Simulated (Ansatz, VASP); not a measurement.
# AlO2 in VASP and in Ansatz

```xyz
6
Lattice="1.4882 -5.4028 0.0000 1.4882 5.4028 0.0000 0.0000 0.0000 3.6466" Properties=species:S:1:pos:R:3 pbc="T T T"
Al    1.4882    1.8168    0.9117
Al    1.4882   -1.8168    2.7350
O     1.4882   -2.2240    0.9117
O     1.4882    2.2240    2.7350
O     1.4882   -4.7429    0.9117
O     1.4882    4.7429    2.7350
```

Alike in both runs: task single point; functional PBEsol; k mesh 12 × 12 × 10; occupations gaussian, width 0.1 eV; no spin polarisation.

|  | VASP | Ansatz |
| --- | --- | --- |
| version | VASP 6.6.1 | Ansatz 0.2.0 |
| potentials or method | VASP PAW PBE potentials, release 64 (Al, O), cutoff 520 eV | scalar-relativistic, plane waves, PAW |
| valence electrons in the cell | 30 | 30 |

```csv
,VASP,Ansatz,Ansatz less VASP
gap on the k mesh at the Fermi level (eV),none,none,-
pressure (GPa),-5.9,-5.9,0.00
"traceless stress, the component that is largest in VASP (GPa)",1.10,1.18,+0.081
rms of the force components (eV/Å),0.231,0.227,-0.0040
```

VASP's potentials were made for PBE, not for PBEsol. Atom by atom the forces differ by 0.005 eV/Å (rms over components). A gap of «none» marks a metal or a gap that the smearing closes. With one functional, cell and mesh, what is left measures potentials, basis and numerics.
